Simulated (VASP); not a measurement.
# KMgH3 (Pm-3m) in VASP: vibrations by perturbation theory with LDA

Aim: the vibrations by perturbation theory of KMgH3 with LDA.

Program: VASP 6.6.1. These are calculated values, not measurements. Logs are shortened: lines on timing, memory, paths and dates and some standing lists are left out, and cuts for length are marked.

**1. The cell of the first run**

Symmetry: Pm-3m, No. 221, cubic system. Conventional cell: a = 4.025 Å, b = 4.025 Å, c = 4.025 Å, α = 90.00°, β = 90.00°, γ = 90.00°. Within 3.7 Å of K (site symmetry m-3m) lie 12 H at 2.85 Å and 8 Mg at 3.49 Å. Mg (site symmetry m-3m) has 6 H at 2.01 Å within 2.7 Å. H (site symmetry 4/mmm) has 2 Mg at 2.01 Å within 2.7 Å.

**2. Vibrations by perturbation theory, LDA**

The input, INCAR:

```
SYSTEM = KMgH3
PREC     = Accurate       ! precision mode
ENCUT    = 520            ! plane-wave cutoff, eV
EDIFF    = 1E-8           ! SCF threshold, eV
ISMEAR   = -1             ! smearing method
SIGMA    = 0.05           ! smearing width, eV
LREAL    = .False.        ! projectors in reciprocal space
LASPH    = .True.         ! aspherical terms in the spheres
NELM     = 60             ! most SCF steps
ALGO     = Normal         ! electronic algorithm
ISIF     = 2              ! what is computed and relaxed
LWAVE    = .False.        ! write WAVECAR
LCHARG   = .True.         ! write CHGCAR
GGA      = CA             ! functional
IBRION   = 8              ! ionic algorithm
NSW      = 1              ! ionic steps
```

The input, KPOINTS:

```
regular mesh
0
Gamma
  4 4 4
  0 0 0
```

The input, POSCAR:

```
KMgH3
1.0
    4.0250000000      0.0000000000      0.0000000000
    0.0000000000      4.0250000000      0.0000000000
    0.0000000000      0.0000000000      4.0250000000
K Mg H
1 1 3
Direct
    0.0000000000      0.0000000000      0.0000000000
    0.5000000000      0.5000000000      0.5000000000
    0.0000000000      0.5000000000      0.5000000000
    0.5000000000      0.0000000000      0.5000000000
    0.5000000000      0.5000000000      0.0000000000
```

Potentials or basis: VASP PAW LDA potentials, release 64 (K_sv, Mg, H).

Started as:

```
$ cat potpaw_LDA.64/K_sv/POTCAR potpaw_LDA.64/Mg/POTCAR potpaw_LDA.64/H/POTCAR > POTCAR
$ mpirun -np 1 vasp_std > vasp.out
```

OUTCAR:

```text
SYSTEM = KMgH3
   PREC = Accurate
   ENCUT = 520
   EDIFF = 1E-8
   ISMEAR = -1
   LREAL = .False.
   LASPH = .True.
   NELM = 60
   ISIF = 2
   GGA = CA
   IBRION = 8
   NSW = 1

 ion  position               nearest neighbor table
   1  0.000  0.000  0.000-   2 3.49   2 3.49   2 3.49   2 3.49   2 3.49   2 3.49   2 3.49   2 3.49

   2  0.500  0.500  0.500-   3 2.01   4 2.01   5 2.01   5 2.01   4 2.01   3 2.01   1 3.49   1 3.49
                             1 3.49   1 3.49   1 3.49   1 3.49   1 3.49   1 3.49
   3  0.000  0.500  0.500-   2 2.01   2 2.01
   4  0.500  0.000  0.500-   2 2.01   2 2.01
   5  0.500  0.500  0.000-   2 2.01   2 2.01

  LATTYP: Found a simple cubic cell.
 ALAT       =     4.0250000000

  Lattice vectors:

 A1 = (   4.0250000000,   0.0000000000,   0.0000000000)
 A2 = (   0.0000000000,   4.0250000000,   0.0000000000)
 A3 = (   0.0000000000,   0.0000000000,   4.0250000000)

Analysis of symmetry for initial positions (statically):
=====================================================================
 Subroutine PRICEL returns:
 Original cell was already a primitive cell.

 Routine SETGRP: Setting up the symmetry group for a
 simple cubic supercell.

 Subroutine GETGRP returns: Found 48 space group operations
 (whereof 48 operations were pure point group operations)
 out of a pool of 48 trial point group operations.

The static configuration has the point symmetry O_h .

Analysis of symmetry for dynamics (positions and initial velocities):
=====================================================================
 Subroutine PRICEL returns:
 Original cell was already a primitive cell.

 Routine SETGRP: Setting up the symmetry group for a
 simple cubic supercell.

 Subroutine GETGRP returns: Found 48 space group operations
 (whereof 48 operations were pure point group operations)
 out of a pool of 48 trial point group operations.

The dynamic configuration has the point symmetry O_h .

 Subroutine INISYM returns: Found 48 space group operations
 (whereof 48 operations are pure point group operations),
 and found     1 'primitive' translations

----------------------------------------------------------------------------------------

                                     Primitive cell

  volume of cell :      65.2075

  direct lattice vectors                    reciprocal lattice vectors
     4.025000000  0.000000000  0.000000000     0.248447205  0.000000000  0.000000000
     0.000000000  4.025000000  0.000000000     0.000000000  0.248447205  0.000000000
     0.000000000  0.000000000  4.025000000     0.000000000  0.000000000  0.248447205

  length of vectors
     4.025000000  4.025000000  4.025000000     0.248447205  0.248447205  0.248447205

  position of ions in fractional coordinates (direct lattice)
     0.000000000  0.000000000  0.000000000
     0.500000000  0.500000000  0.500000000
     0.000000000  0.500000000  0.500000000
     0.500000000  0.000000000  0.500000000
     0.500000000  0.500000000  0.000000000

  ion indices of the primitive-cell ions
   primitive index   ion index
                 1           1
                 2           2
                 3           3
                 4           4
                 5           5

----------------------------------------------------------------------------------------

[... 105 lines left out ...]

 val. band max:       -0.2906061831   @ k =   0.5000   0.0000   0.0000
 cond. band min:       1.7632409067   @ k =   0.5000   0.5000   0.5000
 fundamental gap:      2.0538470898
 Fermi energy:         0.7369612952

 k-point     1 :       0.0000    0.0000    0.0000
  band No.  band energies     occupation
      1     -29.0090      2.00000
      2     -12.7071      2.00000
      3     -12.7071      2.00000
      4     -12.7071      2.00000
      5      -5.9207      2.00000
      6      -0.7849      2.00000
      7      -0.7849      2.00000
      8       5.1990      0.00000
      9       5.1990      0.00000
     10       5.1990      0.00000
     11       7.5559      0.00000
[... 114 lines left out ...]
  band No.  band energies     occupation
      1     -28.9717      2.00000
      2     -12.8518      2.00000
      3     -12.8518      2.00000
      4     -12.8518      2.00000
      5      -2.4559      2.00000
      6      -2.4559      2.00000
      7      -2.4559      2.00000
      8       1.7632      0.00000
      9       5.0683      0.00000
     10       5.0683      0.00000
     11       5.0683      0.00000

------------------------ aborting loop because EDIFF is reached ----------------------------------------

  FORCE on cell =-STRESS in cart. coord.  units (eV):
  Direction    XX          YY          ZZ          XY          YZ          ZX
  --------------------------------------------------------------------------------------
  -------------------------------------------------------------------------------------
  Total       -1.3034042     -1.3034042     -1.3034042     -0.0000000     -0.0000000     -0.0000000
  in kB      -32.0252141    -32.0252141    -32.0252141     -0.0000000     -0.0000000     -0.0000000
  external PRESSURE =     -32.0252141 kB  Pullay stress =       0.0000000 kB

 VOLUME and BASIS-vectors are now :
 -----------------------------------------------------------------------------
  energy-cutoff  :      520.00
  volume of cell :       65.21
      direct lattice vectors                 reciprocal lattice vectors
     4.025000000  0.000000000  0.000000000     0.248447205  0.000000000  0.000000000
     0.000000000  4.025000000  0.000000000     0.000000000  0.248447205  0.000000000
     0.000000000  0.000000000  4.025000000     0.000000000  0.000000000  0.248447205

 POSITION                                       TOTAL-FORCE (eV/Angst)
 -----------------------------------------------------------------------------------
      0.00000      0.00000      0.00000         0.000000      0.000000      0.000000
      2.01250      2.01250      2.01250         0.000000      0.000000      0.000000
      0.00000      2.01250      2.01250         0.000000      0.000000      0.000000
      2.01250      0.00000      2.01250         0.000000      0.000000      0.000000
      2.01250      2.01250      0.00000         0.000000      0.000000      0.000000
 -----------------------------------------------------------------------------------
    total drift:                               -0.000000      0.000000     -0.000000

  FREE ENERGIE OF THE ION-ELECTRON SYSTEM (eV)
  ---------------------------------------------------
  free  energy   TOTEN  =       -15.0873377112 eV

  energy  without entropy=      -15.0873377110  energy(sigma->0) =      -15.08733771

[... ionic steps 2 to 9 ...]

--------------------------------------- Ionic step       10  -------------------------------------------

------------------------ aborting loop because EDIFF is reached ----------------------------------------

--------------------------------------- Ionic step       11  -------------------------------------------

 Free energy of the ion-electron system (eV)
  ---------------------------------------------------
  ---------------------------------------------------
  free energy    TOTEN  =        -0.01663384 eV

  energy without entropy =       -0.01663384

------------------------ aborting loop because EDIFF is reached ----------------------------------------

 INTERNAL STRAIN TENSOR  FOR ION    3  DIRECTION 2   (eV/Angst):
 -----------------------------------------------------------------------------
     0.00523  0.00000  0.00000
     0.00000 -0.00617  0.00000
     0.00000  0.00000  0.00132

 INTERNAL STRAIN TENSOR FOR ION    5 for displacements in x,y,z  (eV/Angst):
          X           Y           Z          XY          YZ          ZX
  --------------------------------------------------------------------------------
  x     0.00000     0.00000     0.00000     0.00000     0.00000     0.00000
  y     0.00000     0.00000     0.00000     0.00000     0.00000     0.00000
  z     0.00000     0.00000     0.00000     0.00000     0.00000     0.00000

 SECOND DERIVATIVES (NOT SYMMETRIZED)
 ------------------------------------
               1X          1Y          1Z          2X          2Y          2Z          3X          3Y          3Z          4X          4Y          4Z          5X          5Y          5Z
  1X    -1.929083   -0.000000   -0.000000    1.054353   -0.000000    0.000000    0.547947   -0.000000    0.000000    0.163392   -0.000000    0.000000    0.163392   -0.000000   -0.000000
  1Y    -0.000000   -1.929083   -0.000000   -0.000000    1.054353    0.000000   -0.000000    0.163392   -0.000000   -0.000000    0.547947   -0.000000   -0.000000    0.163392   -0.000000
  1Z    -0.000000   -0.000000   -1.929083   -0.000000    0.000000    1.054353   -0.000000    0.000000    0.163392   -0.000000   -0.000000    0.163392   -0.000000   -0.000000    0.547947
  2X     1.054620    0.000000    0.000000   -4.222462    0.000000    0.000000    2.194948    0.000000   -0.000000    0.486447    0.000000    0.000000    0.486447   -0.000000    0.000000
  2Y     0.000000    1.054620   -0.000000    0.000000   -4.222462   -0.000000    0.000000    0.486447   -0.000000    0.000000    2.194948    0.000000   -0.000000    0.486447    0.000000
  2Z    -0.000000   -0.000000    1.054620   -0.000000   -0.000000   -4.222462   -0.000000    0.000000    0.486447    0.000000   -0.000000    0.486447    0.000000    0.000000    2.194948
  3X     0.544799    0.000000    0.000000    2.193033   -0.000000   -0.000000   -4.309448   -0.000000    0.000000    0.785808   -0.000000    0.000000    0.785808    0.000000    0.000000
  3Y     0.000000    0.160196    0.000000    0.000000    0.484502    0.000000    0.000000   -1.407556    0.000000    0.000000    0.786072    0.000000    0.000000   -0.023214    0.000000
  3Z     0.000000    0.000000    0.160196    0.000000    0.000000    0.484502    0.000000    0.000000   -1.407556    0.000000    0.000000   -0.023214    0.000000    0.000000    0.786072
  4X     0.160196    0.000000    0.000000    0.484502    0.000000    0.000000    0.786072    0.000000    0.000000   -1.407556    0.000000    0.000000   -0.023214    0.000000    0.000000
  4Y     0.000000    0.544799   -0.000000   -0.000000    2.193033   -0.000000   -0.000000    0.785808    0.000000   -0.000000   -4.309448   -0.000000    0.000000    0.785808    0.000000
  4Z     0.000000    0.000000    0.160196    0.000000    0.000000    0.484502    0.000000    0.000000   -0.023214    0.000000    0.000000   -1.407556    0.000000    0.000000    0.786072
  5X     0.160196    0.000000    0.000000    0.484502    0.000000    0.000000    0.786072    0.000000    0.000000   -0.023214    0.000000    0.000000   -1.407556    0.000000    0.000000
  5Y     0.000000    0.160196    0.000000    0.000000    0.484502    0.000000    0.000000   -0.023214    0.000000    0.000000    0.786072    0.000000    0.000000   -1.407556    0.000000
  5Z    -0.000000   -0.000000    0.544799   -0.000000   -0.000000    2.193033   -0.000000   -0.000000    0.785808   -0.000000   -0.000000    0.785808    0.000000    0.000000   -4.309448

 Eigenvectors and eigenvalues of the dynamical matrix
 ----------------------------------------------------

   1 f  =   33.967555 THz   213.424443 2PiTHz 1133.035679 cm-1   140.478457 meV
             X         Y         Z           dx          dy          dz
      0.000000  0.000000  0.000000     0.014498   -0.001724    0.000000
      2.012500  2.012500  2.012500     0.082146   -0.009770    0.000000
      0.000000  2.012500  2.012500    -0.938542   -0.026358   -0.000000
      2.012500  0.000000  2.012500     0.221623    0.111624    0.000000
      2.012500  2.012500  0.000000     0.221623   -0.026358   -0.000000
[... 105 lines left out ...]
  15 f/i=    0.008997 THz     0.056529 2PiTHz    0.300103 cm-1     0.037208 meV
             X         Y         Z           dx          dy          dz
      0.000000  0.000000  0.000000     0.000737   -0.006501    0.766704
      2.012500  2.012500  2.012500     0.000582   -0.005135    0.605528
      0.000000  2.012500  2.012500     0.000118   -0.001044    0.123094
      2.012500  0.000000  2.012500     0.000118   -0.001043    0.123094
      2.012500  2.012500  0.000000     0.000118   -0.001044    0.122976

--------------------------------------------------------------------------------------------------------

 ELASTIC MODULI CONTR FROM IONIC RELAXATION (kBar)
 Direction    XX          YY          ZZ          XY          YZ          ZX
 --------------------------------------------------------------------------------
 XX           0.0000      0.0000      0.0000      0.0000      0.0000      0.0000
 YY           0.0000      0.0000      0.0000      0.0000      0.0000      0.0000
 ZZ           0.0000      0.0000      0.0000      0.0000      0.0000      0.0000
 XY           0.0000      0.0000      0.0000      0.0000      0.0000      0.0000
 YZ           0.0000      0.0000      0.0000      0.0000      0.0000      0.0000
 ZX           0.0000      0.0000      0.0000      0.0000      0.0000      0.0000
 --------------------------------------------------------------------------------
```

Wall time 2.5 min (1 thread of AMD EPYC 7R13, shared host); peak memory 0.19 GiB.

Results:

```yaml
Highest_phonon_frequency_at_Γ: 1133 cm⁻¹
```

Phonon frequencies in cm⁻¹ (negative: imaginary):
| q point | frequencies |
| --- | --- |
| (0.000, 0.000, 0.000) | 0 0 0 175 175 175 554 554 554 614 614 614 1133 1133 1133 |

Caveat: the k points lie up to 0.39 Å⁻¹ apart; the cell stands under pressure or tension, which shifts response properties.
